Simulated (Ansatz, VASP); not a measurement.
This is a calculation of SnTe for VASP 6.6.1.

The input INCAR:

```
ALGO = Normal
EDIFF = 1E-6
ENCUT = 520
GGA = PS
ISIF = 2
ISMEAR = -1
LASPH = True
LCHARG = True
LELF = True
LREAL = False
LVHAR = True
LWAVE = False
NBANDS = 17
NELM = 60
PREC = Accurate
SIGMA = 0.05
```

Contents of KPOINTS:

```
k-points
0
Gamma
  6 6 6
```

The input POSCAR:

```
SnTe
1.0
    0.0000000000      3.6111460000      3.6111460000
    3.6111460000      0.0000000000      3.6111460000
    3.6111460000      3.6111460000      0.0000000000
Te Sn
1 1
Direct
    0.2500000000      0.2500000000      0.2500000000
    0.0000000000      0.0000000000      0.0000000000
```

Potentials or basis: VASP PAW PBE potentials, release 64 (Te, Sn_d).

The run is started by

```console
$ cat potpaw_PBE.64/Te/POTCAR potpaw_PBE.64/Sn_d/POTCAR > POTCAR
$ mpirun -np 1 vasp_std > vasp.out
```

Task: Translate it to Ansatz 0.2.0. Potentials there: all-electron PAW datasets made for the crystal.

Result: As run (the cutoff follows the program's own potentials):

The input input.yaml:

```yaml
crystal:
  lattice:
    - [0.0, 3.611146, 3.611146]
    - [3.611146, 0.0, 3.611146]
    - [3.611146, 3.611146, 0.0]
  atoms:
    - { symbol: Te, position: [0.25, 0.25, 0.25] }
    - { symbol: Sn, position: [0.0, 0.0, 0.0] }
kpoints:
  mp_grid: { grid: [6, 6, 6] }
scf:
  occupations: { method: fermi_dirac, width: 0.05 }
hamiltonian:
  xc: pbesol
  pseudopotentials: { kind: all_electron, datasets: crystal }
output:
  forces: true
  stress: true
  eigenvalues: true
```

Potentials or basis: all-electron PAW datasets made for the crystal.

Run with:

```sh
$ ansatz run input.yaml --threads 2 --pin off --max-ram 8192MiB --backend cpu --events-out ev --progress --plain --runs-dir out
```

Both were run:

|  | VASP | Ansatz | Ansatz less VASP |
| --- | --- | --- | --- |
| gap on the k mesh at the Fermi level (eV) | 0.23 | 0.23 | +0.003 |
| least direct gap on the mesh (eV) | 0.76 | 0.76 | +0.002 |
| pressure (GPa) | -1.4 | -1.4 | +0.02 |

VASP's potentials were made for PBE, not for PBEsol. Ansatz ran all-electron here, and VASP with PAW potentials.

Neither program's run includes spin-orbit coupling.
